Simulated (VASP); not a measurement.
# TaN (P-6m2) in VASP: further runs, part 2 of 2

VASP 6.6.1.

### 4 Single point, PBE

This run uses another cell than the first one, of the same volume but with other edges.

File INCAR:

```
SYSTEM = TaN
ALGO = Normal
EDIFF = 1E-6
ENCUT = 520
GGA = PE
ISIF = 2
ISMEAR = 0
LASPH = .TRUE.
LCHARG = .FALSE.
LREAL = .FALSE.
LWAVE = .FALSE.
NBANDS = 15
NELM = 60
PREC = Accurate
SIGMA = 0.15
```

File KPOINTS:

```
k-points
0
G
  24 24 22
  0 0 0
```

File POSCAR:

```
TaN
1.0
    3.0333318667      0.0000000000      0.0000000000
   -1.5166659333      2.6269424547      0.0000000000
    0.0000000000      0.0000000000      2.7410862654
Ta N
1 1
Direct
    0.3333333333      0.6666666667      0.5000000000
    0.0000000000      0.0000000000      0.0000000000
```

Potentials or basis: VASP PAW PBE potentials, release 64 (Ta_pv, N).

On the command line:

```console
$ cat potpaw_PBE.64/Ta_pv/POTCAR potpaw_PBE.64/N/POTCAR > POTCAR
$ mpirun -np 1 vasp_std > vasp.out
```

OUTCAR:

```text
SYSTEM = TaN
   EDIFF = 1E-6
   ENCUT = 520
   GGA = PE
   ISIF = 2
   ISMEAR = 0
   LASPH = .TRUE.
   LREAL = .FALSE.
   NELM = 60
   PREC = Accurate

 ion  position               nearest neighbor table
   1  0.333  0.667  0.500-   2 2.22   2 2.22   2 2.22   2 2.22   2 2.22   2 2.22
   2  0.000  0.000  0.000-   1 2.22   1 2.22   1 2.22   1 2.22   1 2.22   1 2.22

  LATTYP: Found a hexagonal cell.
 ALAT       =     3.0333318667
 C/A-ratio  =     0.9036552497

  Lattice vectors:

 A1 = (   3.0333318667,   0.0000000000,   0.0000000000)
 A2 = (  -1.5166659333,   2.6269424547,   0.0000000000)
 A3 = (   0.0000000000,   0.0000000000,   2.7410862654)

Analysis of symmetry for initial positions (statically):
=====================================================================
 Subroutine PRICEL returns:
 Original cell was already a primitive cell.

 Routine SETGRP: Setting up the symmetry group for a
 hexagonal supercell.

 Subroutine GETGRP returns: Found 12 space group operations
 (whereof 12 operations were pure point group operations)
 out of a pool of 24 trial point group operations.

The static configuration has the point symmetry D_3h.

Analysis of symmetry for dynamics (positions and initial velocities):
=====================================================================
 Subroutine PRICEL returns:
 Original cell was already a primitive cell.

 Routine SETGRP: Setting up the symmetry group for a
 hexagonal supercell.

 Subroutine GETGRP returns: Found 12 space group operations
 (whereof 12 operations were pure point group operations)
 out of a pool of 24 trial point group operations.

The dynamic configuration has the point symmetry D_3h.

 Subroutine INISYM returns: Found 12 space group operations
 (whereof 12 operations are pure point group operations),
 and found     1 'primitive' translations

----------------------------------------------------------------------------------------

                                     Primitive cell

  volume of cell :      21.8420
[... 119 lines left out ...]
   LRPA    =     F    only Hartree local field effects (RPA)
 non-spin polarized calculation
 Gauss-broadening in eV      SIGMA  =   0.15
  energy-cutoff  :      520.00
  volume of cell :       21.84
 maximum number of plane-waves:       610
 NGX is ok and might be reduce to    24

 number of electron      16.0000003 magnetization

 Free energy of the ion-electron system (eV)
  ---------------------------------------------------
  ext. energy  EPLUGINS =         0.00000000
  ---------------------------------------------------
  free energy    TOTEN  =       -22.24265241 eV

  energy without entropy =      -22.24153366  energy(sigma->0) =      -22.24209304

 E-fermi :   8.1630     XC(G=0): -13.2563

 val. band max:        8.1557274372   @ k =   0.0000   0.0000   0.5000
 cond. band min:       8.1638045112   @ k =   0.0417   0.0000   0.4091
 fundamental gap:      0.0080770740
 Fermi energy:         8.1629799342

 k-point     1 :       0.0000    0.0000    0.0000
  band No.  band energies     occupation
      1     -26.5924      2.00000
      2     -26.5924      2.00000
      3     -26.5053      2.00000
      4      -9.6290      2.00000
      5       3.0143      2.00000
      6       3.0143      2.00000
      7       4.0707      2.00000
      8       5.7938      2.00000
      9       9.6613      0.00000
     10      12.1023      0.00000
     11      12.1023      0.00000
     12      12.3183      0.00000
     13      12.3183      0.00000
     14      21.3508      0.00000
[... 401 lines left out ...]
      2     -26.7812      2.00000
      3     -26.4083      2.00000
      4      -7.5658      2.00000
      5      -0.1465      2.00000
      6       3.8130      2.00000
      7       4.2491      2.00000
      8       4.9922      2.00000
      9      11.1720      0.00000
     10      11.4387      0.00000
     11      12.6526      0.00000
     12      13.8557      0.00000
     13      16.1151      0.00000
     14      19.0505      0.00000
     15      21.4982      0.00000

 [... further k-points ...]

------------------------ aborting loop because EDIFF is reached ----------------------------------------

  FORCE on cell =-STRESS in cart. coord.  units (eV):
  Direction    XX          YY          ZZ          XY          YZ          ZX
  --------------------------------------------------------------------------------------
  -------------------------------------------------------------------------------------
  Total       -1.8558501     -1.8558501      5.5556287     -0.0000000      0.0000000      0.0000000
  in kB     -136.1320225   -136.1320225    407.5215768     -0.0000000      0.0000000      0.0000000
  external PRESSURE =      45.0858439 kB  Pullay stress =       0.0000000 kB

 VOLUME and BASIS-vectors are now :
 -----------------------------------------------------------------------------
  energy-cutoff  :      520.00
  volume of cell :       21.84
      direct lattice vectors                 reciprocal lattice vectors
     3.033331867  0.000000000  0.000000000     0.329670489  0.190335346  0.000000000
    -1.516665933  2.626942455  0.000000000     0.000000000  0.380670691  0.000000000
     0.000000000  0.000000000  2.741086265     0.000000000  0.000000000  0.364818872

 POSITION                                       TOTAL-FORCE (eV/Angst)
 -----------------------------------------------------------------------------------
     -0.00000      1.75129      1.37054         0.000000      0.000000      0.000000
      0.00000      0.00000      0.00000        -0.000000      0.000000      0.000000
 -----------------------------------------------------------------------------------
    total drift:                               -0.000000      0.000000     -0.000000

  FREE ENERGIE OF THE ION-ELECTRON SYSTEM (eV)
  ---------------------------------------------------
  free  energy   TOTEN  =       -22.2426524101 eV

  energy  without entropy=      -22.2415336611  energy(sigma->0) =      -22.24209304
```

Wall time 96 s (1 thread of Intel Xeon 6975P-C (Granite Rapids), shared host); peak memory 0.34 GiB.

Results:

```yaml
Free_energy: -22.2427 eV
Pressure: 4.5 GPa
Band_gap_on_the_k_mesh: zero (bands 8 and 9 overlap by 0.48 eV)
```

Stress tensor (GPa, compression positive):
```
-13.61   0.00   0.00
  0.00 -13.61   0.00
  0.00   0.00  40.75
```

Caveat: the cell stands under pressure; spin-orbit coupling is left out, which moves the levels of the heavy elements.

### 5 Single point, PBE

This run uses another cell than the first one, of the same volume but with other edges.

File INCAR:

```
SYSTEM = TaN
PREC = Accurate
ENCUT = 520
EDIFF = 1E-7
ISMEAR = 0
SIGMA = 0.15
LREAL = .False.
LASPH = .True.
NELM = 60
ALGO = Normal
ISIF = 2
LWAVE = .False.
LCHARG = .False.
GGA = PE
NBANDS = 15
```

File KPOINTS:

```
Automatic mesh
0
Gamma
  24 24 22
  0 0 0
```

File POSCAR:

```
TaN
1.0
    2.8579303578      0.0000000000      0.0000000000
   -1.4289651789      2.4750402921      0.0000000000
    0.0000000000      0.0000000000      3.0878719003
Ta N
1 1
Direct
    0.3333333333      0.6666666667      0.5000000000
    0.0000000000      0.0000000000      0.0000000000
```

Potentials or basis: VASP PAW PBE potentials, release 64 (Ta_pv, N).

On the command line:

```console
$ cat potpaw_PBE.64/Ta_pv/POTCAR potpaw_PBE.64/N/POTCAR > POTCAR
$ mpirun -np 1 vasp_std > vasp.out
```

OUTCAR:

```text
SYSTEM = TaN
   PREC = Accurate
   ENCUT = 520
   EDIFF = 1E-7
   ISMEAR = 0
   LREAL = .False.
   LASPH = .True.
   NELM = 60
   ISIF = 2
   GGA = PE

 ion  position               nearest neighbor table
   1  0.333  0.667  0.500-   2 2.26   2 2.26   2 2.26   2 2.26   2 2.26   2 2.26
   2  0.000  0.000  0.000-   1 2.26   1 2.26   1 2.26   1 2.26   1 2.26   1 2.26

  LATTYP: Found a hexagonal cell.
 ALAT       =     2.8579303578
 C/A-ratio  =     1.0804573638

  Lattice vectors:

[... 621 lines left out ...]

  FORCE on cell =-STRESS in cart. coord.  units (eV):
  Direction    XX          YY          ZZ          XY          YZ          ZX
  --------------------------------------------------------------------------------------
  -------------------------------------------------------------------------------------
  Total        2.6678735      2.6678735     -5.2839934      0.0000000     -0.0000000      0.0000000
  in kB      195.6963083    195.6963083   -387.5963339      0.0000000     -0.0000000      0.0000000
  external PRESSURE =       1.2654276 kB  Pullay stress =       0.0000000 kB

 VOLUME and BASIS-vectors are now :
 -----------------------------------------------------------------------------
  energy-cutoff  :      520.00
  volume of cell :       21.84
      direct lattice vectors                 reciprocal lattice vectors
     2.857930358  0.000000000  0.000000000     0.349903558  0.202016913  0.000000000
    -1.428965179  2.475040292  0.000000000     0.000000000  0.404033827  0.000000000
     0.000000000  0.000000000  3.087871900     0.000000000  0.000000000  0.323847631

 POSITION                                       TOTAL-FORCE (eV/Angst)
 -----------------------------------------------------------------------------------
     -0.00000      1.65003      1.54394         0.000000     -0.000000      0.000000
      0.00000      0.00000      0.00000        -0.000000      0.000000      0.000000
 -----------------------------------------------------------------------------------
    total drift:                                0.000000     -0.000000     -0.000000

  FREE ENERGIE OF THE ION-ELECTRON SYSTEM (eV)
  ---------------------------------------------------
  free  energy   TOTEN  =       -22.1934535074 eV

  energy  without entropy=      -22.1929014722  energy(sigma->0) =      -22.19317749
```

stdout:

```text
POSCAR found type information on POSCAR TaN
 POSCAR found :  2 types and       2 ions
 scaLAPACK will be used
 LDA part: xc-table for (Slater+PW92), standard interpolation
 POSCAR, INCAR and KPOINTS ok, starting setup
 FFT: planning ... GRIDC
 FFT: planning ... GRID_SOFT
 FFT: planning ... GRID
 WAVECAR not read
 entering main loop
```

Wall time 2.5 min (1 thread of Intel Xeon 6975P-C (Granite Rapids), shared host); peak memory 0.35 GiB.

What came out:

| Property | Result |
| --- | --- |
| Free energy | -22.1935 eV |
| Pressure | 0.1 GPa |
| Band gap on the k mesh | zero (bands 8 and 9 overlap by 0.40 eV) |

Stress tensor (GPa, compression positive):
```
 19.57   0.00   0.00
  0.00  19.57   0.00
  0.00   0.00 -38.76
```

Caveat: spin-orbit coupling is left out, which moves the levels of the heavy elements.

### 6 Summary

| cell | gap on the mesh (eV) | pressure (GPa) |
| --- | --- | --- |
| a = 3.114, b = 3.114, c = 2.600 Å, angles 90.0, 90.0, 120.0°, 2 atoms | none | 11.6 |
| a = 2.776, b = 2.776, c = 3.272 Å, angles 90.0, 90.0, 120.0°, 2 atoms | none | 2.5 |
| a = 3.033, b = 3.033, c = 2.741 Å, angles 90.0, 90.0, 120.0°, 2 atoms | none | 4.5 |
| a = 2.858, b = 2.858, c = 3.088 Å, angles 90.0, 90.0, 120.0°, 2 atoms | none | 0.1 |

Alike in all rows: task single point; level PBE; potentials or basis VASP PAW PBE potentials, release 64 (Ta_pv, N); no spin polarisation; k mesh 24 × 24 × 22; cutoff (eV) 520; smearing gaussian 0.15 eV.

Caveats: spin-orbit coupling is left out, which moves the levels of the heavy elements; the cell stands under pressure (at least some runs).

Total energies depend on the potentials used, so only differences within one code and one set of settings carry meaning.
